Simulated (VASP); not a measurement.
# C (Fd-3m) in VASP: a series of runs

The runs below take C through single point, with PBE+D3(BJ).

Everything below comes from runs of VASP 6.6.1. Logs are shortened: lines on timing, memory, paths and dates and some standing lists are left out, and cuts for length are marked.

**1. The cell of the first run**

It takes space group Fd-3m (No. 227, cubic). Conventional cell: a = 3.521 Å, b = 3.521 Å, c = 3.521 Å, α = 90.00°, β = 90.00°, γ = 90.00°. C (site symmetry -43m) has 4 C at 1.52 Å within 2.0 Å.

**2. Single point, PBE+D3(BJ) (5.46 Å³/atom)**

The input, INCAR:

```
ALGO = Normal
EDIFF = 1E-6
ENCUT = 600
GGA = PE
GGA_COMPAT = False
ISIF = 2
ISMEAR = 0
IVDW = 12
LASPH = True
LCHARG = False
LREAL = False
LWAVE = False
NBANDS = 11
NELM = 120
PREC = Accurate
SIGMA = 0.02
```

The input, KPOINTS:

```
k-points
0
Gamma
  12 12 12
```

The input, POSCAR:

```
C
1.0
    0.0000000000      1.7604789455      1.7604789455
    1.7604789455      0.0000000000      1.7604789455
    1.7604789455      1.7604789455      0.0000000000
C
2
Direct
    0.0000000000      0.0000000000      0.0000000000
    0.2500000000      0.2500000000      0.2500000000
```

Potentials or basis: VASP PAW PBE potentials, release 64 (C).

On the command line:

```bash
> cat potpaw_PBE.64/C/POTCAR > POTCAR
> mpirun -np 1 vasp_std > vasp.out
```

OUTCAR:

```text
EDIFF = 1E-6
   ENCUT = 600
   GGA = PE
   ISIF = 2
   ISMEAR = 0
   IVDW = 12
   LASPH = True
   LREAL = False
   NELM = 120
   PREC = Accurate
 IVDW          = 12

 ion  position               nearest neighbor table
   1  0.000  0.000  0.000-   2 1.52   2 1.52   2 1.52   2 1.52
   2  0.250  0.250  0.250-   1 1.52   1 1.52   1 1.52   1 1.52

  LATTYP: Found a face centered cubic cell.
 ALAT       =     3.5209578910

  Lattice vectors:

 A1 = (   0.0000000000,   1.7604789455,   1.7604789455)
 A2 = (   1.7604789455,   0.0000000000,   1.7604789455)
 A3 = (   1.7604789455,   1.7604789455,   0.0000000000)

Analysis of symmetry for initial positions (statically):
=====================================================================
 Subroutine PRICEL returns:
 Original cell was already a primitive cell.

 Routine SETGRP: Setting up the symmetry group for a
 face centered cubic supercell.

 Subroutine GETGRP returns: Found 48 space group operations
 (whereof 24 operations were pure point group operations)
 out of a pool of 48 trial point group operations.

The static configuration has the point symmetry T_d .
 The point group associated with its full space group is O_h .

Analysis of symmetry for dynamics (positions and initial velocities):
=====================================================================
 Subroutine PRICEL returns:
 Original cell was already a primitive cell.

 Routine SETGRP: Setting up the symmetry group for a
 face centered cubic supercell.

 Subroutine GETGRP returns: Found 48 space group operations
 (whereof 24 operations were pure point group operations)
 out of a pool of 48 trial point group operations.

The dynamic configuration has the point symmetry T_d .
 The point group associated with its full space group is O_h .

 Subroutine INISYM returns: Found 48 space group operations
 (whereof 24 operations are pure point group operations),
 and found     1 'primitive' translations

----------------------------------------------------------------------------------------

                                     Primitive cell

  volume of cell :      10.9125

  direct lattice vectors                    reciprocal lattice vectors
     0.000000000  1.760478946  1.760478946    -0.284013621  0.284013621  0.284013621
     1.760478946  0.000000000  1.760478946     0.284013621 -0.284013621  0.284013621
     1.760478946  1.760478946  0.000000000     0.284013621  0.284013621 -0.284013621

  length of vectors
     2.489693201  2.489693201  2.489693201     0.491926022  0.491926022  0.491926022

  position of ions in fractional coordinates (direct lattice)
     0.000000000  0.000000000  0.000000000
     0.250000000  0.250000000  0.250000000

  ion indices of the primitive-cell ions
   primitive index   ion index
                 1           1
                 2           2

----------------------------------------------------------------------------------------

 KPOINTS: k-points

Automatic generation of k-mesh.
 Grid dimensions read from file:
 generate k-points for:   12   12   12

 Generating k-lattice:

  Cartesian coordinates                     Fractional coordinates (reciprocal lattice)
    -0.023667802  0.023667802  0.023667802     0.083333333  0.000000000  0.000000000
     0.023667802 -0.023667802  0.023667802     0.000000000  0.083333333  0.000000000
     0.023667802  0.023667802 -0.023667802     0.000000000  0.000000000  0.083333333

  Length of vectors
     0.040993835  0.040993835  0.040993835

  Shift w.r.t. Gamma in fractional coordinates (k-lattice)
     0.000000000  0.000000000  0.000000000

 Subroutine IBZKPT returns following result:
 ===========================================

 Found     72 irreducible k-points:

 Following reciprocal coordinates:
            Coordinates               Weight
  0.000000  0.000000  0.000000      1.000000
  0.083333  0.000000  0.000000      8.000000
  0.166667  0.000000  0.000000      8.000000
  0.250000  0.000000  0.000000      8.000000
  0.333333  0.000000  0.000000      8.000000
  0.416667  0.000000  0.000000      8.000000
[... 16 lines left out ...]
  0.500000  0.166667  0.000000     24.000000
 -0.416667  0.166667  0.000000     24.000000
 [... further k-points ...]
   k-points           NKPTS =     72   k-points in BZ     NKDIM =     72   number of bands    NBANDS=     11
   number of dos      NEDOS =    301   number of ions     NIONS =      2
   total plane-waves  NPLWV =   8000
   dimension x,y,z NGX =    20 NGY =   20 NGZ =   20
   dimension x,y,z NGXF=    40 NGYF=   40 NGZF=   40
   ions per type =               2
   NGX,Y,Z   is equivalent  to a cutoff of  13.35, 13.35, 13.35 a.u.
   NGXF,Y,Z  is equivalent  to a cutoff of  26.71, 26.71, 26.71 a.u.
 SYSTEM =  unknown system
   PREC   = accura    normal or accurate (medium, high low for compatibility)
   ISTART =      0    job   : 0-new  1-cont  2-samecut
   ICHARG =      2    charge: 1-file 2-atom 10-const
   ISPIN  =      1    spin polarized calculation?
   LNONCOLLINEAR =      F non collinear calculations
   LSORBIT =      F    spin-orbit coupling
   LASPH  =      T    aspherical Exc in radial PAW
   ENCUT  =  600.0 eV  44.10 Ry    6.64 a.u.   4.97  4.97  4.97*2*pi/ulx,y,z
   NELM   =    120;   NELMIN=  2; NELMDL= -5     # of ELM steps
   EDIFF  = 0.1E-05   stopping-criterion for ELM
   LREAL  =      F    real-space projection
   EDIFFG = 0.1E-04   stopping-criterion for IOM
   NSW    =      0    number of steps for IOM
   IBRION =     -1    ionic relax: 0-MD 1-quasi-New 2-CG
   NFREE  =      0    steps in history (QN), initial steepest desc. (CG)
   ISIF   =      2    stress and relaxation
   ISYM   =      2    0-nonsym 1-usesym 2-fastsym
   POTIM  = 0.5000    time-step for ionic-motion
   TEBEG  =    0.0;   TEEND  =   0.0 temperature during run
   PSTRESS=    0.0 pullay stress
   NELECT =       8.0000    total number of electrons
   NUPDOWN=      -1.0000    fix difference up-down
   EMIN   =  10.00;   EMAX   =-10.00  energy-range for DOS
   EFERMI =   0.00;   METHOD = LEGACY
   ISMEAR =     0;   SIGMA  =   0.02  broadening in eV -4-tet -1-fermi 0-gaus
   EFERMI_NEDOS =   21; number of points for ismear=-14 and -15
   IALGO  =     38    algorithm
   IMIX   =      4    mixing-type and parameters
     AMIX     =   0.40;   BMIX     =  1.00
     AMIX_MAG =   1.60;   BMIX_MAG =  1.00
  volume/ion in A,a.u.               =       5.46        36.82
  Fermi-wavevector in a.u.,A,eV,Ry     =   1.476151  2.789520 29.647374  2.179021
  Thomas-Fermi vector in A             =   2.590713
   LORBIT       =      0    0 simple, 1 ext, 2 COOP (PROOUT), +10 PAW based schemes
   GGA     = PE    functional components
   LHFCALC =     F    Hartree Fock is set to
   AEXX    =    0.0000 exact exchange contribution
   IVDW    =    12    specifies the selected vdW correction
   LEPSILON=     F    determine dielectric tensor
   LRPA    =     F    only Hartree local field effects (RPA)
 non-spin polarized calculation
 Gauss-broadening in eV      SIGMA  =   0.02
  energy-cutoff  :      600.00
  volume of cell :       10.91
 maximum number of plane-waves:       380
   NGX =  9   NGY =  9   NGZ =  9

 number of electron       7.9999999 magnetization

 Free energy of the ion-electron system (eV)
  ---------------------------------------------------
  ext. energy  EPLUGINS =         0.00000000
  ---------------------------------------------------
  free energy    TOTEN  =       -18.15923625 eV

  energy without entropy =      -18.15923625  energy(sigma->0) =      -18.15923625

 E-fermi :  10.5471     XC(G=0): -13.4462

 val. band max:       10.2973318876   @ k =   0.0000   0.0000   0.0000
 cond. band min:      14.5399373979   @ k =   0.3333   0.3333   0.0000
 fundamental gap:      4.2426055103
 Fermi energy:        10.5471167389

 k-point     1 :       0.0000    0.0000    0.0000
  band No.  band energies     occupation
      1     -11.7073      2.00000
      2      10.2973      2.00000
      3      10.2973      2.00000
      4      10.2973      2.00000
      5      15.9945      0.00000
      6      15.9945      0.00000
      7      15.9945      0.00000
      8      24.5282      0.00000
      9      30.0963      0.00000
     10      37.2637      0.00000
     11      37.2637      0.00000

 k-point     2 :       0.0833    0.0000    0.0000
  band No.  band energies     occupation
      1     -11.5098      2.00000
      2       9.0321      2.00000
      3       9.9606      2.00000
      4       9.9606      2.00000
      5      16.4359      0.00000
      6      16.4359      0.00000
      7      16.7562      0.00000
      8      24.6629      0.00000
      9      30.4202      0.00000
     10      35.0660      0.00000
     11      35.0660      0.00000

 k-point     3 :       0.1667    0.0000    0.0000
  band No.  band energies     occupation
      1     -10.9199      2.00000
      2       6.4304      2.00000
      3       9.2320      2.00000
      4       9.2320      2.00000
      5      17.3899      0.00000
      6      17.3899      0.00000
      7      17.9433      0.00000
      8      25.0451      0.00000
      9      31.0948      0.00000
     10      33.4250      0.00000
     11      33.4250      0.00000
[... 267 lines left out ...]
 k-point    23 :       0.5000    0.1667    0.0000
  band No.  band energies     occupation
      1      -5.7662      2.00000
      2      -2.0703      2.00000
      3       5.1653      2.00000
      4       6.1800      2.00000
      5      17.5424      0.00000
      6      21.2883      0.00000
      7      22.0331      0.00000
      8      24.9744      0.00000
      9      30.9110      0.00000
     10      34.8526      0.00000
     11      37.4357      0.00000

 k-point    24 :      -0.4167    0.1667    0.0000
  band No.  band energies     occupation
      1      -5.3049      2.00000
      2      -2.6204      2.00000
      3       4.6587      2.00000
      4       6.5740      2.00000
      5      17.9952      0.00000
      6      20.7786      0.00000
      7      22.0119      0.00000
      8      26.2046      0.00000
      9      30.1943      0.00000
     10      34.9205      0.00000
     11      35.6104      0.00000

 [... further k-points ...]

------------------------ aborting loop because EDIFF is reached ----------------------------------------

 Edisp (eV)   -0.39768

 E8    (eV) :    -0.1144

  FORCE on cell =-STRESS in cart. coord.  units (eV):
  Direction    XX          YY          ZZ          XY          YZ          ZX
  --------------------------------------------------------------------------------------
  -------------------------------------------------------------------------------------
  Total       0.97657     0.97657     0.97657    -0.00000     0.00000     0.00000
  in kB     143.38044   143.38044   143.38044    -0.00000     0.00000     0.00000
  external pressure =      143.38 kB  Pullay stress =        0.00 kB

 VOLUME and BASIS-vectors are now :
 -----------------------------------------------------------------------------
  energy-cutoff  :      600.00
  volume of cell :       10.91
      direct lattice vectors                 reciprocal lattice vectors
     0.000000000  1.760478946  1.760478946    -0.284013621  0.284013621  0.284013621
     1.760478946  0.000000000  1.760478946     0.284013621 -0.284013621  0.284013621
     1.760478946  1.760478946  0.000000000     0.284013621  0.284013621 -0.284013621

 POSITION                                       TOTAL-FORCE (eV/Angst)
 -----------------------------------------------------------------------------------
      0.00000      0.00000      0.00000         0.000000     -0.000000     -0.000000
      0.88024      0.88024      0.88024        -0.000000      0.000000      0.000000
 -----------------------------------------------------------------------------------
    total drift:                                0.000000      0.000000      0.000000

  FREE ENERGIE OF THE ION-ELECTRON SYSTEM (eV)
  ---------------------------------------------------
  free  energy   TOTEN  =       -18.5569164897 eV

  energy  without entropy=      -18.5569164897  energy(sigma->0) =      -18.55691649
```

It took 11 s on 1 thread of Intel Xeon 8259CL, shared host; peak memory 0.14 GiB.

Results:

```yaml
Free_energy: -18.5569 eV
Pressure: 14.3 GPa
Band_gap_on_the_k_mesh: 4.24 eV (least direct gap 5.70 eV)
Dispersion_energy_per_atom: -0.199 eV
```

Levels at points of the mesh, in eV from the valence-band top:
```csv
k point,band 1,band 2,band 3,band 4,band 5,band 6,band 7,band 8
"(0.00, 0.00, 0.00)",-22.00,0.00,0.00,0.00,5.70,5.70,5.70,14.23
"(0.50, 0.00, 0.00)",-16.00,-13.81,-2.90,-2.90,8.62,8.62,9.38,16.05
"(0.50, 0.50, 0.00)",-13.04,-13.04,-6.54,-6.54,4.84,4.84,17.40,17.40
```

Caveat: the cell stands under pressure. As with any semilocal functional, this PBE gap is likely too small.

**3. Single point, PBE+D3(BJ) (5.29 Å³/atom)**

This run uses another cell than the first one, of 5.29 Å³/atom.

The input, INCAR:

```
SYSTEM = C
PREC = Accurate ; ENCUT = 600
EDIFF = 1E-6 ; ISMEAR = 0
SIGMA = 0.02 ; LREAL = .FALSE.
LASPH = .TRUE. ; NELM = 120
ALGO = Normal ; ISIF = 2
LWAVE = .FALSE. ; LCHARG = .TRUE.
GGA = PE ; IVDW = 12
LELF = .TRUE. ; LVHAR = .TRUE.
NBANDS = 11 ; GGA_COMPAT = .FALSE.
```

The input, KPOINTS:

```
Automatic mesh
0
G
  12 12 12
  0 0 0
```

The input, POSCAR:

```
C
1.0
    0.0000000000      1.7421392895      1.7421392895
    1.7421392895      0.0000000000      1.7421392895
    1.7421392895      1.7421392895      0.0000000000
C
2
Direct
    0.0000000000      0.0000000000      0.0000000000
    0.2500000000      0.2500000000      0.2500000000
```

Potentials or basis: VASP PAW PBE potentials, release 64 (C).

On the command line:

```bash
> cat potpaw_PBE.64/C/POTCAR > POTCAR
> mpirun -np 1 vasp_std > vasp.out
```

It took 12 s on 1 thread of Intel Xeon 8259CL, shared host; peak memory 0.13 GiB.

It converged, with:

```yaml
Free_energy: -18.5080 eV
Pressure: 30.8 GPa
Band_gap_on_the_k_mesh: 4.32 eV (least direct gap 5.78 eV)
Dispersion_energy_per_atom: -0.205 eV
```

Levels at points of the mesh, in eV from the valence-band top:
```tsv
k point	band 2	band 3	band 4	band 5	band 6	band 7
(0.00, 0.00, 0.00)	0.00	0.00	0.00	5.78	5.78	5.78
(0.50, 0.00, 0.00)	-14.18	-2.99	-2.99	8.75	8.75	9.82
(0.50, 0.50, 0.00)	-13.28	-6.74	-6.74	4.90	4.90	17.90
```

Caveat: the cell stands under pressure. A k mesh can miss the band edges.

**4. Single point, PBE+D3(BJ) (5.12 Å³/atom)**

This run uses another cell than the first one, of 5.12 Å³/atom.

The input, INCAR:

```
  ALGO = Normal
  EDIFF = 1E-6
  ENCUT = 600
  GGA = PE
  GGA_COMPAT = False
  ISIF = 2
  ISMEAR = 0
  IVDW = 12
  LASPH = True
  LCHARG = False
  LREAL = False
  LWAVE = False
  NBANDS = 11
  NELM = 120
  PREC = Accurate
  SIGMA = 0.02
```

The input, KPOINTS:

```
k-points
0
Gamma
  12 12 12
```

The input, POSCAR:

```
C
1.0
    0.0000000000      1.7234051570      1.7234051570
    1.7234051570      0.0000000000      1.7234051570
    1.7234051570      1.7234051570      0.0000000000
C
2
Direct
    0.0000000000      0.0000000000      0.0000000000
    0.2500000000      0.2500000000      0.2500000000
```

On the command line:

```bash
> cat potpaw_PBE.64/C/POTCAR > POTCAR
> mpirun -np 1 vasp_std > vasp.out
```

Wall time 13 s (1 thread of Intel Xeon 8259CL, shared host); peak memory 0.13 GiB.

It converged, with:

- Free energy: -18.4217 eV
- Pressure: 49.8 GPa
- Band gap on the k mesh: 4.39 eV (least direct gap 5.87 eV)
- Dispersion energy per atom: -0.212 eV

Levels at points of the mesh, in eV from the valence-band top:
| k point | band 1 | band 2 | band 3 | band 4 | band 5 | band 6 | band 7 | band 8 |
| --- | --- | --- | --- | --- | --- | --- | --- | --- |
| (0.00, 0.00, 0.00) | -22.91 | 0.00 | 0.00 | 0.00 | 5.87 | 5.87 | 5.87 | 15.76 |
| (0.50, 0.00, 0.00) | -16.52 | -14.57 | -3.08 | -3.08 | 8.89 | 8.89 | 10.29 | 16.62 |
| (0.50, 0.50, 0.00) | -13.53 | -13.53 | -6.95 | -6.95 | 4.97 | 4.97 | 18.43 | 18.43 |

Caveat: the cell stands under pressure. A k mesh can miss the band edges.

(Part 1 of 2 ends here.)
